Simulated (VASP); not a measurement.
Input of a VASP 6.6.1 run:

File INCAR:

```
SYSTEM = BN
PREC = Accurate ; ENCUT = 520
EDIFF = 1E-7 ; ISMEAR = 0
SIGMA = 0.05 ; LREAL = .False.
LASPH = .True. ; NELM = 60
ALGO = Normal ; ISIF = 2
LWAVE = .False. ; LCHARG = .False.
GGA = PS ; NBANDS = 26
```

The input KPOINTS:

```
Automatic mesh
0
Gamma
  12 12 1
  0 0 0
```

File POSCAR:

```
BN
1.0
    2.5043488730      0.0000000000      0.0000000000
   -1.2521744365      2.1688297439      0.0000000000
    0.0000000000      0.0000000000     15.5286415822
B N
4 4
Direct
    0.6666666667      0.3333333333      0.1609928329
    0.3333333333      0.6666666667      0.3869976110
    0.6666666667      0.3333333333      0.6130023890
    0.3333333333      0.6666666667      0.8390071671
    0.3333333333      0.6666666667      0.1609928329
    0.6666666667      0.3333333333      0.3869976110
    0.3333333333      0.6666666667      0.6130023890
    0.6666666667      0.3333333333      0.8390071671
```

Potentials or basis: VASP PAW PBE potentials, release 64 (B, N).

Launch:

```console
$ cat potpaw_PBE.64/B/POTCAR potpaw_PBE.64/N/POTCAR > POTCAR
$ mpirun -np 1 vasp_std > vasp.out
```

(1) Estimate the band gap on the k mesh.

(2) What does it give for the largest force?

Results:

(1) 4.32 eV, indirect (least direct gap 4.62 eV).

(2) 0.028 eV/Å.

Caveat: the PAW data sets were made with another functional, which shifts forces and pressure a little.
